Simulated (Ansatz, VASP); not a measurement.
**Two plane-wave programs on P3OsW**

```
P Os W
1.0
     4.09714    0.00000    0.00000
     0.00000    4.09714    0.00000
     0.00000    0.00000    4.14848
P Os W
3 1 1
Direct
  0.50000 0.50000 0.97500
  0.00000 0.50000 0.48500
  0.50000 0.00000 0.48500
  0.50000 0.50000 0.51500
  0.00000 0.00000 0.00000
```

Alike in both runs: task single point; functional PBE; k mesh 4 × 4 × 4; occupations gaussian, width 0.1 eV; no spin polarisation.

|  | VASP | Ansatz |
| --- | --- | --- |
| version | VASP 6.6.1 | Ansatz 0.2.0 |
| potentials or method | VASP PAW PBE potentials, release 64 (P, Os, W_sv), cutoff 520 eV | scalar-relativistic, plane waves, PAW |
| valence electrons in the cell | 37 | 45 |

```csv
,VASP,Ansatz,Ansatz less VASP
gap on the k mesh at the Fermi level (eV),none,none,-
rms of the force components (eV/Å),3.176,2.993,-0.1837
```

Atom by atom the forces differ by 0.188 eV/Å (rms over components). A gap of «none» marks a metal or a gap that the smearing closes. The functional is the same, so the differences come from potentials, cutoffs and numerics. VASP's potentials hold 37 valence electrons a cell and Ansatz's 45, so a difference there can come from the potentials and not from the codes.

The k mesh is coarse, so the values compare programs but aren't converged. Spin-orbit coupling is off throughout.
